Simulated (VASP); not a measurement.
A run of VASP 6.6.1:

File INCAR:

```
SYSTEM = C
  AGGAC = 1.0
  AGGAX = 1.0
  ALDAC = 0.0
  ALDAX = 1.0
  ALGO = Normal
  EDIFF = 1E-6
  ENCUT = 520
  GGA = B5
  ISIF = 2
  ISMEAR = 0
  IVDW = 12
  LASPH = .True.
  LCHARG = .False.
  LREAL = .False.
  LWAVE = .False.
  NBANDS = 11
  NELM = 100
  PREC = Accurate
  SIGMA = 0.15
  VDW_A1 = 0.4298
  VDW_A2 = 4.2359
  VDW_S6 = 1.0
  VDW_S8 = 2.6996
```

Contents of KPOINTS:

```
k-points
0
Gamma
  15 15 15
  0 0 0
```

POSCAR

```
C
1.0
    0.0000000000      2.1382516986      3.2932810940
    1.2354062288      0.0000000000      3.2932810940
    1.2354062288      2.1382516986      0.0000000000
C
2
Direct
    0.1666976469      0.8333023531      0.1666976469
    0.8333023531      0.1666976469      0.8333023531
```

Potentials or basis: VASP PAW PBE potentials, release 64 (C).

Command:

```console
$ cat potpaw_PBE.64/C/POTCAR > POTCAR
$ mpirun -np 1 vasp_std > vasp.out
```

Hardware: 1 thread of Intel(R) Xeon(R) 6975P-C (Granite Rapids), on a shared host.

Problem. How long does it take, and how much memory?

Solution. It took 63 s on 1 thread of Intel(R) Xeon(R) 6975P-C (Granite Rapids) (shared host), peak memory 0.21 GiB. Counts: scf iterations 12, k points 512.
